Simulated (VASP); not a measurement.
Input of a VASP 6.6.1 run:

INCAR

```
SYSTEM = SnO
ALGO     = Normal         ! electronic algorithm
EDIFF    = 1E-6           ! SCF threshold, eV
ENCUT    = 520            ! plane-wave cutoff, eV
ISIF     = 2              ! what is computed and relaxed
ISMEAR   = 0              ! smearing method
LASPH    = .True.         ! aspherical terms in the spheres
LCHARG   = .False.        ! write CHGCAR
LREAL    = .False.        ! projectors in reciprocal space
LWAVE    = .False.        ! write WAVECAR
NBANDS   = 28             ! bands
NELM     = 100            ! most SCF steps
PREC     = Accurate       ! precision mode
SIGMA    = 0.15           ! smearing width, eV
```

Contents of KPOINTS:

```
k-points
0
Gamma
  10 10 8
  0 0 0
```

The input POSCAR:

```
SnO
1.0
    3.8548000000      0.0000000000      0.0000000000
    0.0000000000      3.8548000000      0.0000000000
    0.0000000000      0.0000000000      5.2140000000
Sn O
2 2
Direct
    0.0000000000      0.5000000000      0.2457459271
    0.5000000000      0.0000000000      0.7542540729
    0.0000000000      0.0000000000      0.0000000000
    0.5000000000      0.5000000000      0.0000000000
```

Potentials or basis: VASP PAW LDA potentials, release 64 (Sn_d, O).

Run with:

```bash
$ cat potpaw_LDA.64/Sn_d/POTCAR potpaw_LDA.64/O/POTCAR > POTCAR
$ mpirun -np 1 vasp_std > vasp.out
```

Problem. What does it give for the pressure?

Solution. -11.2 GPa.

Problem. Estimate the largest force.

Solution. 2.362 eV/Å.

Problem. What does it give for the band gap on the k mesh?

Solution. Zero (band 20 reaches 5.54 eV, above the bottom of band 21 at 5.53 eV).

Stress tensor (GPa, compression positive):
```
 -9.54   0.00   0.00
  0.00  -9.54   0.00
  0.00   0.00 -14.64
```

Caveat: spin-orbit coupling is left out, which moves the levels of the heavy elements; forces of over 1 eV/Å act on the atoms, so gaps and moduli don't describe the material at rest.
